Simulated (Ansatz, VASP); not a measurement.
## Be16CO in VASP and in Ansatz

Contents of INCAR:

```
  PREC = Accurate
  ENCUT = 1000
  EDIFF = 1E-6
  ISMEAR = 0
  SIGMA = 0.1
  LREAL = Auto
  LASPH = True
  NELM = 120
  ALGO = Normal
  ISIF = 2
  LWAVE = False
  LCHARG = True
  LDIPOL = True
  IDIPOL = 3
  DIPOL = 0.5 0.5 0.312
  GGA = PE
  LELF = True
  LVHAR = True
  LVACPOTAV = True
  NBANDS = 36
  GGA_COMPAT = False
  NELMDL = -8
```

File KPOINTS:

```
regular mesh
0
Gamma
  6 6 1
```

The input POSCAR:

```
Be16CO
1.0
    4.5254381410      0.0000000000      0.0000000000
   -2.2627190705      3.9191443934      0.0000000000
    0.0000000000      0.0000000000     23.4761687145
Be C O
16 1 1
Direct
    0.3333333333      0.1666666667      0.1703855535
    0.3333333333      0.6666666667      0.1703855535
    0.8333333333      0.1666666667      0.1703855535
    0.8333333333      0.6666666667      0.1703855535
    0.1666666667      0.3333333333      0.2463521558
    0.1666666667      0.8333333333      0.2463521558
    0.6666666667      0.3333333333      0.2463521558
    0.6666666667      0.8333333333      0.2463521558
    0.3333333333      0.1666666667      0.3241941575
    0.3333333333      0.6666666667      0.3241941575
    0.8333333333      0.1666666667      0.3241941575
    0.8333333333      0.6666666667      0.3241941575
    0.1666666667      0.3333333333      0.4036505628
    0.1666666667      0.8333333333      0.4036505628
    0.6666666667      0.3333333333      0.4036505628
    0.6666666667      0.8333333333      0.4036505628
    0.1666666667      0.3333333333      0.5088636421
    0.3096154644      0.1903845356      0.5216523597
```

Input for Ansatz:

```yaml
crystal:
  lattice:
    - [4.525438141, 0.0, 0.0]
    - [-2.2627190705, 3.9191443934, 0.0]
    - [0.0, 0.0, 23.4761687145]
  atoms:
    - { symbol: Be, position: [0.3333333333, 0.1666666667, 0.1703855535] }
    - { symbol: Be, position: [0.3333333333, 0.6666666667, 0.1703855535] }
    - { symbol: Be, position: [0.8333333333, 0.1666666667, 0.1703855535] }
    - { symbol: Be, position: [0.8333333333, 0.6666666667, 0.1703855535] }
    - { symbol: Be, position: [0.1666666667, 0.3333333333, 0.2463521558] }
    - { symbol: Be, position: [0.1666666667, 0.8333333333, 0.2463521558] }
    - { symbol: Be, position: [0.6666666667, 0.3333333333, 0.2463521558] }
    - { symbol: Be, position: [0.6666666667, 0.8333333333, 0.2463521558] }
    - { symbol: Be, position: [0.3333333333, 0.1666666667, 0.3241941575] }
    - { symbol: Be, position: [0.3333333333, 0.6666666667, 0.3241941575] }
    - { symbol: Be, position: [0.8333333333, 0.1666666667, 0.3241941575] }
    - { symbol: Be, position: [0.8333333333, 0.6666666667, 0.3241941575] }
    - { symbol: Be, position: [0.1666666667, 0.3333333333, 0.4036505628] }
    - { symbol: Be, position: [0.1666666667, 0.8333333333, 0.4036505628] }
    - { symbol: Be, position: [0.6666666667, 0.3333333333, 0.4036505628] }
    - { symbol: Be, position: [0.6666666667, 0.8333333333, 0.4036505628] }
    - { symbol: C, position: [0.1666666667, 0.3333333333, 0.5088636421] }
    - { symbol: O, position: [0.3096154644, 0.1903845356, 0.5216523597] }
basis:
  ecutwfc: 420
kpoints:
  mp_grid: { grid: [6, 6, 1] }
hamiltonian:
  xc: pbe
scf:
  occupations: { method: gaussian, width: 0.1 }
output:
  forces: true
  eigenvalues: true
efield:
  axis: 3
  dipole_correction: true
  ramp_width: 0.04
```

Alike in both runs: task single point; functional PBE; k mesh 6 × 6 × 1; occupations gaussian, width 0.1 eV; no spin polarisation.

```csv
,VASP,Ansatz
version,VASP 6.6.1,Ansatz 0.2.0
potentials or method,"VASP PAW PBE potentials, release 64 (Be, C_h, O_h), cutoff 1000 eV","scalar-relativistic, plane waves, PAW"
valence electrons in the cell,42,42
```

Ansatz gave:

```
gap on the k mesh at the Fermi level (eV)  : none
rms of the force components (eV/Å)         : 0.380
work function, face that differs most (eV) : 5.11
```

Problem. Which values does VASP return?

Solution. gap on the k mesh at the Fermi level (eV): none; rms of the force components (eV/Å): 0.377; work function, face that differs most (eV): 5.11.

Atom by atom the forces differ by 0.007 eV/Å (rms over components). A gap of «none» marks a metal or a gap that the smearing closes.
